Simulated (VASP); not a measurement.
Here is a VASP 6.6.1 calculation.

File INCAR:

```
SYSTEM = ZrSi2
PREC     = Accurate       ! precision mode
ENCUT    = 520            ! plane-wave cutoff, eV
EDIFF    = 1E-6           ! SCF threshold, eV
ISMEAR   = 0              ! smearing method
SIGMA    = 0.1            ! smearing width, eV
LREAL    = .False.        ! projectors in reciprocal space
LASPH    = .True.         ! aspherical terms in the spheres
NELM     = 80             ! most SCF steps
ALGO     = Normal         ! electronic algorithm
ISIF     = 2              ! what is computed and relaxed
LWAVE    = .False.        ! write WAVECAR
LCHARG   = .False.        ! write CHGCAR
GGA      = PE             ! functional
NBANDS   = 17             ! bands
```

Contents of KPOINTS:

```
regular mesh
0
Gamma
  6 6 4
  0 0 0
```

File POSCAR:

```
ZrSi2
1.0
    3.7316759159      0.0000000000      0.0000000000
   -1.8658379580      3.2317261419      0.0000000000
    0.0000000000      0.0000000000      4.0292181817
Zr Si
1 2
Direct
    0.0000000000      0.0000000000      0.0000000000
    0.3333333333      0.6666666667      0.5000000000
    0.6666666667      0.3333333333      0.5000000000
```

Potentials or basis: VASP PAW PBE potentials, release 64 (Zr_sv, Si).

Launch:

```sh
$ cat potpaw_PBE.64/Zr_sv/POTCAR potpaw_PBE.64/Si/POTCAR > POTCAR
$ mpirun -np 1 vasp_std > vasp.out
```

Estimate the pressure.

10.9 GPa.

Predict the band gap on the k mesh.

zero (bands 10 and 11 overlap by 2.03 eV).

Stress tensor (GPa, compression positive):
```
 22.08   0.00   0.00
  0.00  22.08   0.00
  0.00   0.00 -11.51
```

Caveat: the k points lie up to 0.39 Å⁻¹ apart, too coarse for converged energies and pressures of a metal.
